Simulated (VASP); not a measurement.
Input of a VASP 6.6.1 run:

File INCAR:

```
ALGO     = Normal         # electronic algorithm
EDIFF    = 1E-7           # SCF threshold, eV
EDIFFG   = -0.04          # ionic threshold
ENCUT    = 600            # plane-wave cutoff, eV
GGA      = PE             # functional
IBRION   = 2              # ionic algorithm
ISIF     = 3              # what is computed and relaxed
ISMEAR   = 0              # smearing method
LASPH    = True           # aspherical terms in the spheres
LCHARG   = False          # write CHGCAR
LREAL    = False          # projectors in reciprocal space
LWAVE    = False          # write WAVECAR
NELM     = 100            # most SCF steps
NSW      = 90             # ionic steps
PREC     = Accurate       # precision mode
SIGMA    = 0.1            # smearing width, eV
```

The input KPOINTS:

```
k-points
0
Gamma
  6 6 6
```

Contents of POSCAR:

```
SiGe2
1.0
    0.0000000000      2.5319587700      2.5319587700
    2.5319587700      0.0000000000      2.5319587700
    2.5319587700      2.5319587700      0.0000000000
Si Ge
1 2
Direct
    0.0000000000      0.0000000000      0.0000000000
    0.2500000000      0.2500000000      0.2500000000
    0.7500000000      0.7500000000      0.7500000000
```

Potentials or basis: VASP PAW PBE potentials, release 64 (Si, Ge_d).

Launch:

```sh
$ cat potpaw_PBE.64/Si/POTCAR potpaw_PBE.64/Ge_d/POTCAR > POTCAR
$ mpirun -np 1 vasp_std > vasp.out
```

(1) Estimate the band gap on the k mesh.

(2) Estimate the relaxed cell.

(3) What does it give for the relaxed volume?

(4) What does it give for the space group after relaxing (to 0.1 Å)?

Results:

(1) zero (bands 16 and 17 overlap by 1.77 eV).

(2) a = 4.403 Å, b = 4.403 Å, c = 4.403 Å, α = 60.00°, β = 60.00°, γ = 60.00°.

(3) 20.12 Å³/atom.

(4) Fm-3m (No. 225).

Caveat: the volume moved by over 15 % at a fixed basis, so the end points are rough.
